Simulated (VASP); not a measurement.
Set up this calculation in VASP 6.6.1, as the native input.

- Task: single point
- Functional: PBEsol
- Potentials or basis: VASP PAW PBE potentials, release 64 (W_sv)
- Cutoff: 520 eV
- k mesh: 16 × 16 × 16
- Occupations: fermi-dirac, width 0.1 eV
- Spin: no spin polarisation
- Dipole correction: no
- Further INCAR settings: ALGO = Normal; EDIFF = 1e-06; NBANDS = 13

The structure of W lies in POSCAR:

```
W
1.0
    2.2604589503      0.0000000000      0.0000000000
    0.0000000000      2.2604589503      0.0000000000
    0.0000000000      0.0000000000      2.2604589503
W
1
Direct
    0.0000000000      0.0000000000      0.0000000000
```

This cell differs from its parent crystal: volume scaled by 0.65.

These files were run (other wordings do the same):

INCAR

```
SYSTEM = W
ALGO = Normal ; EDIFF = 1E-6
ENCUT = 520 ; GGA = PS
ISIF = 2 ; ISMEAR = -1
LASPH = .TRUE. ; LCHARG = .TRUE.
LELF = .TRUE. ; LREAL = .FALSE.
LVHAR = .TRUE. ; LWAVE = .FALSE.
NBANDS = 13 ; NELM = 60
PREC = Accurate ; SIGMA = 0.1
```

KPOINTS

```
k-points
0
G
  16 16 16
  0 0 0
```

Potentials or basis: VASP PAW PBE potentials, release 64 (W_sv).

Run with:

```console
$ cat potpaw_PBE.64/W_sv/POTCAR > POTCAR
$ mpirun -np 1 vasp_std > vasp.out
```

Results of the run:

```yaml
Pressure: 250.1 GPa
Band_gap_on_the_k_mesh: zero (band 7 reaches 19.19 eV, above the bottom of band 8 at 14.65 eV)
```

Caveat: the PAW data sets were made with another functional, which shifts forces and pressure a little; spin-orbit coupling is left out, which moves the levels of the heavy elements.

It took 7.2 s on 1 thread of Intel(R) Xeon(R) 6975P-C (Granite Rapids), with other jobs on the host, peak memory 0.13 GiB.
